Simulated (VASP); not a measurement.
# N2 in VASP: a series of runs

The runs below take N2 through single point, with r2SCAN.

All numbers are computed with VASP 6.6.1; they aren't measurements. Logs are shortened: lines on timing, memory, paths and dates and some standing lists are left out, and cuts for length are marked.

### 1 The cell of the first run

The cell holds a molecule in a box, 2 atoms: a = 12.000 Å, b = 12.300 Å, c = 12.600 Å, α = 90.00°, β = 90.00°, γ = 90.00°.

### 2 Single point, r2SCAN

POSCAR

```
N
1.0
   12.0000000000      0.0000000000      0.0000000000
    0.0000000000     12.3000000000      0.0000000000
    0.0000000000      0.0000000000     12.6000000000
N
2
Direct
    0.5000000000      0.5000000000      0.4566240054
    0.5000000000      0.5000000000      0.5433759946
```

INCAR.step1

```
SYSTEM = N
PREC = Accurate ; ENCUT = 520
ISMEAR = -1 ; SIGMA = 0.01
LREAL = .FALSE. ; LASPH = .TRUE.
NELM = 80 ; NBANDS = 12
GGA = PE ; ALGO = Normal
EDIFF = 1E-4 ; LWAVE = .TRUE.
LCHARG = .FALSE.
```

INCAR.step2

```
SYSTEM = N
PREC = Accurate ; ENCUT = 520
EDIFF = 1E-7 ; ISMEAR = -1
SIGMA = 0.01 ; LREAL = .FALSE.
LASPH = .TRUE. ; NELM = 80
ALGO = Normal ; ISIF = 2
LWAVE = .FALSE. ; LCHARG = .FALSE.
METAGGA = R2SCAN ; LMIXTAU = .TRUE.
NBANDS = 12 ; ISTART = 1
```

KPOINTS

```
Automatic mesh
0
G
  1 1 1
  0 0 0
```

Potentials or basis: VASP PAW PBE potentials, release 64 (N).

The run is started by

```console
$ cat potpaw_PBE.64/N/POTCAR > POTCAR
$ cp INCAR.step1 INCAR
$ mpirun -np 1 vasp_gam > vasp.out
$ cp INCAR.step2 INCAR
$ mpirun -np 1 vasp_gam > vasp.out
```

OUTCAR:

```text
SYSTEM = N
   PREC = Accurate
   ENCUT = 520
   EDIFF = 1E-7
   ISMEAR = -1
   LREAL = .FALSE.
   LASPH = .TRUE.
   NELM = 80
   ISIF = 2
   METAGGA = R2SCAN
   ISTART = 1

 ion  position               nearest neighbor table
   1  0.500  0.500  0.457-   2 1.09
   2  0.500  0.500  0.543-   1 1.09

  LATTYP: Found a simple orthorhombic cell.
 ALAT       =    12.0000000000
 B/A-ratio  =     1.0250000000
 C/A-ratio  =     1.0500000000

  Lattice vectors:

 A1 = (  12.0000000000,   0.0000000000,   0.0000000000)
 A2 = (   0.0000000000,  12.3000000000,   0.0000000000)
 A3 = (   0.0000000000,   0.0000000000,  12.6000000000)

Analysis of symmetry for initial positions (statically):
=====================================================================
 Subroutine PRICEL returns:
 Original cell was already a primitive cell.

 Routine SETGRP: Setting up the symmetry group for a
 simple orthorhombic supercell.

 Subroutine GETGRP returns: Found  8 space group operations
 (whereof  8 operations were pure point group operations)
 out of a pool of  8 trial point group operations.

The static configuration has the point symmetry D_2h.

Analysis of symmetry for dynamics (positions and initial velocities):
=====================================================================
 Subroutine PRICEL returns:
 Original cell was already a primitive cell.

 Routine SETGRP: Setting up the symmetry group for a
 simple orthorhombic supercell.

 Subroutine GETGRP returns: Found  8 space group operations
 (whereof  8 operations were pure point group operations)
 out of a pool of  8 trial point group operations.

The dynamic configuration has the point symmetry D_2h.

 Subroutine INISYM returns: Found  8 space group operations
 (whereof  8 operations are pure point group operations),
 and found     1 'primitive' translations

----------------------------------------------------------------------------------------

                                     Primitive cell

  volume of cell :    1859.7600

  direct lattice vectors                    reciprocal lattice vectors
    12.000000000  0.000000000  0.000000000     0.083333333  0.000000000  0.000000000
     0.000000000 12.300000000  0.000000000     0.000000000  0.081300813  0.000000000
     0.000000000  0.000000000 12.600000000     0.000000000  0.000000000  0.079365079

  length of vectors
    12.000000000 12.300000000 12.600000000     0.083333333  0.081300813  0.079365079

  position of ions in fractional coordinates (direct lattice)
     0.500000000  0.500000000  0.456624005
     0.500000000  0.500000000  0.543375995

  ion indices of the primitive-cell ions
   primitive index   ion index
                 1           1
                 2           2

----------------------------------------------------------------------------------------

 KPOINTS: Automatic mesh

Automatic generation of k-mesh.
 Grid dimensions read from file:
 generate k-points for:    1    1    1

 Generating k-lattice:

  Cartesian coordinates                     Fractional coordinates (reciprocal lattice)
     0.083333333  0.000000000  0.000000000     1.000000000  0.000000000  0.000000000
     0.000000000  0.081300813  0.000000000     0.000000000  1.000000000  0.000000000
     0.000000000  0.000000000  0.079365079     0.000000000  0.000000000  1.000000000

  Length of vectors
     0.083333333  0.081300813  0.079365079

  Shift w.r.t. Gamma in fractional coordinates (k-lattice)
     0.000000000  0.000000000  0.000000000

 Subroutine IBZKPT returns following result:
 ===========================================

 Found      1 irreducible k-points:

 Following reciprocal coordinates:
            Coordinates               Weight
  0.000000  0.000000  0.000000      1.000000
   k-points           NKPTS =      1   k-points in BZ     NKDIM =      1   number of bands    NBANDS=     12
   number of dos      NEDOS =    301   number of ions     NIONS =      2
   total plane-waves  NPLWV = 829440
   dimension x,y,z NGX =    90 NGY =   96 NGZ =   96
   dimension x,y,z NGXF=   180 NGYF=  192 NGZF=  192
   ions per type =               2
   NGX,Y,Z   is equivalent  to a cutoff of  12.47, 12.98, 12.67 a.u.
   NGXF,Y,Z  is equivalent  to a cutoff of  24.94, 25.95, 25.33 a.u.
 SYSTEM =  N
   PREC   = accura    normal or accurate (medium, high low for compatibility)
   ISTART =      1    job   : 0-new  1-cont  2-samecut
   ICHARG =      0    charge: 1-file 2-atom 10-const
   ISPIN  =      1    spin polarized calculation?
   LNONCOLLINEAR =      F non collinear calculations
   LSORBIT =      F    spin-orbit coupling
   LASPH  =      T    aspherical Exc in radial PAW
   ENCUT  =  520.0 eV  38.22 Ry    6.18 a.u.  22.31 22.87 23.43*2*pi/ulx,y,z
   NELM   =     80;   NELMIN=  2; NELMDL=  0     # of ELM steps
   EDIFF  = 0.1E-06   stopping-criterion for ELM
   LREAL  =      F    real-space projection
   EDIFFG = 0.1E-05   stopping-criterion for IOM
   NSW    =      0    number of steps for IOM
   IBRION =     -1    ionic relax: 0-MD 1-quasi-New 2-CG
   NFREE  =      0    steps in history (QN), initial steepest desc. (CG)
   ISIF   =      2    stress and relaxation
   ISYM   =      2    0-nonsym 1-usesym 2-fastsym
   POTIM  = 0.5000    time-step for ionic-motion
   TEBEG  =    0.0;   TEEND  =   0.0 temperature during run
   PSTRESS=    0.0 pullay stress
   NELECT =      10.0000    total number of electrons
   NUPDOWN=      -1.0000    fix difference up-down
   EMIN   =  10.00;   EMAX   =-10.00  energy-range for DOS
   EFERMI =   0.00;   METHOD = LEGACY
   ISMEAR =    -1;   SIGMA  =   0.01  broadening in eV -4-tet -1-fermi 0-gaus
   EFERMI_NEDOS =   21; number of points for ismear=-14 and -15
   IALGO  =     38    algorithm
   IMIX   =      4    mixing-type and parameters
     AMIX     =   0.40;   BMIX     =  1.00
     AMIX_MAG =   1.60;   BMIX_MAG =  1.00
  volume/ion in A,a.u.               =     929.88      6275.14
  Fermi-wavevector in a.u.,A,eV,Ry     =   0.286807  0.541986  1.119189  0.082258
  Thomas-Fermi vector in A             =   1.141954
   LORBIT       =      0    0 simple, 1 ext, 2 COOP (PROOUT), +10 PAW based schemes
   METAGGA = R2SCAN    functional components
   LHFCALC =     F    Hartree Fock is set to
   AEXX    =    0.0000 exact exchange contribution
   IVDW    =     0    specifies the selected vdW correction
   LEPSILON=     F    determine dielectric tensor
   LRPA    =     F    only Hartree local field effects (RPA)
 non-spin polarized calculation
  energy-cutoff  :      520.00
  volume of cell :     1859.76
 maximum number of plane-waves:     25042
 NGX is ok and might be reduce to    90
   NGX = 45   NGY = 45   NGZ = 47

 number of electron       9.9999999 magnetization

 number of electron      10.0000002 magnetization

 Free energy of the ion-electron system (eV)
  ---------------------------------------------------
  ext. energy  EPLUGINS =         0.00000000
  ---------------------------------------------------
  free energy    TOTEN  =       -18.20000105 eV

  energy without entropy =      -18.20000105  energy(sigma->0) =      -18.20000105

 E-fermi : -10.2928     XC(G=0):  -0.1945

 val. band max:      -10.6160778337   @ k =   0.0000   0.0000   0.0000
 cond. band min:      -1.5303695653   @ k =   0.0000   0.0000   0.0000
 fundamental gap:      9.0857082684
 Fermi energy:       -10.2928119383

 k-point     1 :       0.0000    0.0000    0.0000
  band No.  band energies     occupation
      1     -29.8225      2.00000
      2     -14.1063      2.00000
      3     -11.9924      2.00000
      4     -11.9924      2.00000
      5     -10.6161      2.00000
      6      -1.5304      0.00000
      7      -1.5303      0.00000
      8       0.0737      0.00000
      9       0.9934      0.00000
     10       1.0212      0.00000
     11       1.0240      0.00000
     12       1.0677      0.00000

------------------------ aborting loop because EDIFF is reached ----------------------------------------

  FORCE on cell =-STRESS in cart. coord.  units (eV):
  Direction    XX          YY          ZZ          XY          YZ          ZX
  --------------------------------------------------------------------------------------
  -------------------------------------------------------------------------------------
  Total       -0.0993984     -0.1015888      2.4035715      0.0000000      0.0000000      0.0000000
  in kB       -0.0856314     -0.0875184      2.0706692      0.0000000      0.0000000      0.0000000
  external PRESSURE =       0.6325065 kB  Pullay stress =       0.0000000 kB

 VOLUME and BASIS-vectors are now :
 -----------------------------------------------------------------------------
  energy-cutoff  :      520.00
  volume of cell :     1859.76
      direct lattice vectors                 reciprocal lattice vectors
    12.000000000  0.000000000  0.000000000     0.083333333  0.000000000  0.000000000
     0.000000000 12.300000000  0.000000000     0.000000000  0.081300813  0.000000000
     0.000000000  0.000000000 12.600000000     0.000000000  0.000000000  0.079365079

 POSITION                                       TOTAL-FORCE (eV/Angst)
 -----------------------------------------------------------------------------------
      6.00000      6.15000      5.75346         0.000000      0.000000     -2.307490
      6.00000      6.15000      6.84654         0.000000      0.000000      2.307490
 -----------------------------------------------------------------------------------
    total drift:                                0.000000     -0.000000      0.000000

  FREE ENERGIE OF THE ION-ELECTRON SYSTEM (eV)
  ---------------------------------------------------
  free  energy   TOTEN  =       -18.2000010518 eV

  energy  without entropy=      -18.2000010518  energy(sigma->0) =      -18.20000105
```

Run time: 19 min. Hardware: 1 thread of Intel Xeon Platinum 8375C at 2.90GHz (Ice Lake), shared host; peak memory 1.7 GiB.

What came out:

```yaml
Free_energy: -18.2000 eV
Largest_force: 2.307 eV/Å
Gap_between_the_frontier_levels: 9.09 eV
```

Forces in eV/Å, atoms in the order of the input:
```
N    0.000  0.000 -2.307
N    0.000  0.000  2.307
```

Levels at points of the mesh, in eV from the valence-band top:
```csv
k point,band 2,band 3,band 4,band 5,band 6,band 7,band 8,band 9
"(0.00, 0.00, 0.00)",-3.49,-1.38,-1.38,0.00,9.09,9.09,10.69,11.61
```

Caveat: the standard files for N, O and F lose accuracy on very short bonds; the PAW data sets were made with another functional, which shifts forces and pressure a little.

(Part 1 of 2 ends here.)
